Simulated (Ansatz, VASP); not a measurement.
# Ge in VASP and in Ansatz

```
Ge
1.0
     0.00000    2.83787    2.83787
     2.83787    0.00000    2.83787
     2.83787    2.83787    0.00000
Ge
2
Direct
  0.00000 0.00000 0.00000
  0.25000 0.25000 0.25000
```

Alike in both runs: functional PBEsol; k mesh 12 × 12 × 12; occupations gaussian, width 0.1 eV; no spin polarisation.

Ansatz relaxed the structure, and its values are those at the end. VASP's run is a single point on that final structure, the one shown.

```csv
,VASP,Ansatz
version,VASP 6.6.1,Ansatz 0.2.0
potentials or method,"VASP PAW PBE potentials, release 64 (Ge_d), cutoff 520 eV","scalar-relativistic, plane waves, PAW"
valence electrons in the cell,28,28
```

Ansatz gave:

| Property | Result |
| --- | --- |
| gap on the k mesh at the Fermi level (eV) | none |
| pressure (GPa) | 0.0 |

Task: Estimate VASP's values.

Result: gap on the k mesh at the Fermi level (eV): none; pressure (GPa): -0.4.

VASP's potentials were made for PBE, not for PBEsol. A gap of «none» marks a metal or a gap that the smearing closes.
